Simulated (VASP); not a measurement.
A run of VASP 6.6.1 is set up as follows.

INCAR

```
PREC = Accurate
ENCUT = 600
EDIFF = 1E-7
ISMEAR = 0
SIGMA = 0.1
LREAL = F
LASPH = T
NELM = 200
ALGO = Normal
ISIF = 3
LWAVE = F
LCHARG = F
GGA = PE
IBRION = 2
NSW = 100
EDIFFG = -0.01
GGA_COMPAT = F
NELMIN = 4
LMAXMIX = 6
```

File KPOINTS:

```
regular mesh
0
Gamma
  10 10 8
```

Contents of POSCAR:

```
TbSbO4
1.0
    3.6796556124      0.0000000000      0.0000000000
    0.0000000000      3.6796556124      0.0000000000
    0.0000000000      0.0000000000      5.3781133176
Tb Sb O
1 1 4
Direct
    0.5000000000      0.5000000000      0.5000000000
    0.0000000000      0.0000000000      0.0000000000
    0.5000000000      0.0000000000      0.7707553992
    0.0000000000      0.5000000000      0.2292446008
    0.5000000000      0.0000000000      0.2292446008
    0.0000000000      0.5000000000      0.7707553992
```

Potentials or basis: VASP PAW PBE potentials, release 64 (Tb_3, Sb, O), 4f in core.

The run is started by

```sh
$ cat potpaw_PBE.64/Tb_3/POTCAR potpaw_PBE.64/Sb/POTCAR potpaw_PBE.64/O/POTCAR > POTCAR
$ mpirun -np 1 vasp_std > vasp.out
```

(1) Predict the relaxed volume.

(2) Predict the space group after relaxing (to 0.1 Å).

## Answers

(1) 12.09 Å³/atom.

(2) P4/mmm (No. 123).

Caveat: the run has no spin polarisation, though such a crystal can be magnetic.
